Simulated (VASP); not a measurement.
A run of VASP 6.6.1:

INCAR

```
  PREC = Accurate
  ENCUT = 520
  EDIFF = 1E-6
  ISMEAR = 0
  SIGMA = 0.05
  LREAL = F
  LASPH = T
  NELM = 80
  ALGO = Normal
  ISIF = 2
  LWAVE = F
  LCHARG = T
  GGA = PS
  LELF = T
  LVHAR = T
  NBANDS = 24
```

File KPOINTS:

```
regular mesh
0
Gamma
  8 8 8
```

POSCAR

```
YRe3
1.0
    4.0672682720      0.0000000000      0.0000000000
    0.0000000000      4.0672682720      0.0000000000
    0.0000000000      0.0000000000      4.0672682720
Y Re
1 3
Direct
    0.0000000000      0.0000000000      0.0000000000
    0.0000000000      0.5000000000      0.5000000000
    0.5000000000      0.5000000000      0.0000000000
    0.5000000000      0.0000000000      0.5000000000
```

Potentials or basis: VASP PAW PBE potentials, release 64 (Y_sv, Re).

The run is started by

```bash
$ cat potpaw_PBE.64/Y_sv/POTCAR potpaw_PBE.64/Re/POTCAR > POTCAR
$ mpirun -np 1 vasp_std > vasp.out
```

Hardware: 1 thread of AMD EPYC 7R13, on a shared host.

Q: Estimate the wall time of this run.

A: Run time: 100 s on 1 thread of AMD EPYC 7R13, with other jobs on the host, peak memory 0.19 GiB. Counts: scf iterations 14, k points 35.
